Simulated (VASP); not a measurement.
A run of VASP 6.6.1 is set up as follows.

Contents of INCAR:

```
  PREC = Accurate
  ENCUT = 520
  EDIFF = 1E-7
  ISMEAR = -1
  SIGMA = 0.2241
  LREAL = Auto
  LASPH = True
  NELM = 100
  ALGO = Normal
  ISIF = 2
  LWAVE = False
  LCHARG = True
  GGA = PS
  LELF = True
  LVHAR = True
  NBANDS = 93
```

KPOINTS

```
Automatic mesh
0
Gamma
  2 2 2
  0.5 0.5 0.5
```

POSCAR

```
WS2
1.0
    6.5198827959      0.0000000000      0.0000000000
   -1.6299706990      0.9410640218      6.3622830040
   -1.6299706990     -8.4695761965      0.0000000000
W S
6 12
Direct
    0.1956848874      0.0059579242      0.6539990502
    0.6403223390     -0.0122808118      0.6787354924
    0.3035526912     -0.0049695997      0.3366884272
    0.0345665832      0.0003987562      0.0071302570
    0.8207111093     -0.0080049881      0.3059466889
    0.5057311313     -0.0270578973      0.0072199346
    0.8021880827      0.2400856735      0.9481518087
    0.3260847376      0.2301969276      0.9133912804
    0.9067020483      0.2133620902      0.5667746857
    0.6055227298      0.2322604950      0.2369830496
    0.4663125614      0.2437291769      0.5740556135
    0.1102499057      0.2708719494      0.2459388519
    0.6723859992      0.7392923259      0.8741857016
    0.1719138735      0.7492202087      0.8322292662
    0.8277418598      0.7472404162      0.5675494216
    0.4556965782      0.7324913081      0.2161737700
    0.3134133122      0.7249870836      0.4937949861
    0.9875752918      0.7512636576      0.1688781311
```

Potentials or basis: VASP PAW PBE potentials, release 64 (W_sv, S).

Command:

```sh
$ cat potpaw_PBE.64/W_sv/POTCAR potpaw_PBE.64/S/POTCAR > POTCAR
$ mpirun -np 1 vasp_std > vasp.out
```

What does it give for the pressure?

-7.9 GPa.

Estimate the largest force.

3.260 eV/Å.

Estimate the band gap on the k mesh.

0.96 eV, indirect (least direct gap 1.01 eV).

Forces on the atoms (eV/Å):
```
W   -2.648 -0.834 -1.709
W    1.632  0.282 -0.532
W    1.755  1.708  0.739
W   -1.406  2.020  0.680
W   -0.012 -2.443 -0.819
W   -0.304  0.773  0.270
S    0.215  1.722 -1.523
S   -0.621  0.349 -0.109
S    1.631 -0.346  0.011
S   -0.288 -0.837 -0.658
S   -0.141 -0.144  0.522
S    0.717 -0.344 -2.102
S   -0.012  0.228  1.175
S   -0.310 -1.417  0.462
S   -0.007  2.089  1.094
S    1.367  1.493  1.359
S   -0.739 -2.356  1.616
S   -0.828 -1.944 -0.475
```

Caveat: the PAW data sets were made with another functional, which shifts forces and pressure a little; spin-orbit coupling is left out, which moves the levels of the heavy elements. A k mesh can miss the band edges.
